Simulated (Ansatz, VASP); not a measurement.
## Ge: VASP beside Ansatz

File INCAR:

```
SYSTEM = Ge
PREC = Accurate
ENCUT = 520
EDIFF = 1E-8
ISMEAR = -1
SIGMA = 0.05
LREAL = .False.
LASPH = .True.
NELM = 100
ALGO = Normal
ISIF = 2
LWAVE = .False.
LCHARG = .False.
GGA = PS
LEFG = .True.
NBANDS = 36
```

Contents of KPOINTS:

```
regular mesh
0
Gamma
  11 11 6
  0 0 0
```

Contents of POSCAR:

```
Ge
1.0
    4.0108669568      0.0000000000      0.0000000000
   -2.0054334784      3.4735126758      0.0000000000
    0.0000000000      0.0000000000      6.6213029548
Ge
4
Direct
    0.6666666667      0.3333333333      0.0629012500
    0.3333333333      0.6666666667      0.5629012500
    0.6666666667      0.3333333333      0.4370987500
    0.3333333333      0.6666666667      0.9370987500
```

Input for Ansatz:

```yaml
crystal:
  lattice:
    - [4.0108669568, 0.0, 0.0]
    - [-2.0054334784, 3.4735126758, 0.0]
    - [0.0, 0.0, 6.6213029548]
  atoms:
    - { symbol: Ge, position: [0.6666666667, 0.3333333333, 0.06290125] }
    - { symbol: Ge, position: [0.3333333333, 0.6666666667, 0.56290125] }
    - { symbol: Ge, position: [0.6666666667, 0.3333333333, 0.43709875] }
    - { symbol: Ge, position: [0.3333333333, 0.6666666667, 0.93709875] }
kpoints:
  mp_grid: { grid: [11, 11, 6] }
scf:
  occupations: { method: fermi_dirac, width: 0.05 }
hamiltonian:
  xc: pbesol
  pseudopotentials: { kind: paw }
output:
  forces: true
  stress: true
  eigenvalues: true
  efg: { contact_densities: true }
```

Change from the starting cell: volume scaled by 1.01, PAW files.

Alike in both runs: task electric field gradients; functional PBEsol; k mesh 11 × 11 × 6; occupations fermi-dirac, width 0.05 eV; no spin polarisation.

|  | VASP | Ansatz |
| --- | --- | --- |
| version | VASP 6.6.1 | Ansatz 0.2.0 |
| potentials or method | VASP PAW PBE potentials, release 64 (Ge_d) | PAW with Ansatz's default frozen-core files, scalar-relativistic |
| plane-wave cutoff (eV) | 520 | 420 |
| valence electrons in the cell | 56 | 56 |

```tsv
	VASP	Ansatz	Ansatz less VASP
pressure (GPa)	-0.8	-0.7	+0.08
traceless stress, the component that is largest in VASP (GPa)	-0.08	-0.08	-0.006
size of Vzz on the site where it differs most (V/Å²)	7.5	7.6	+0.11
```

VASP's potentials were made for PBE, not for PBEsol. With one functional, cell and mesh, what is left measures potentials, basis and numerics.
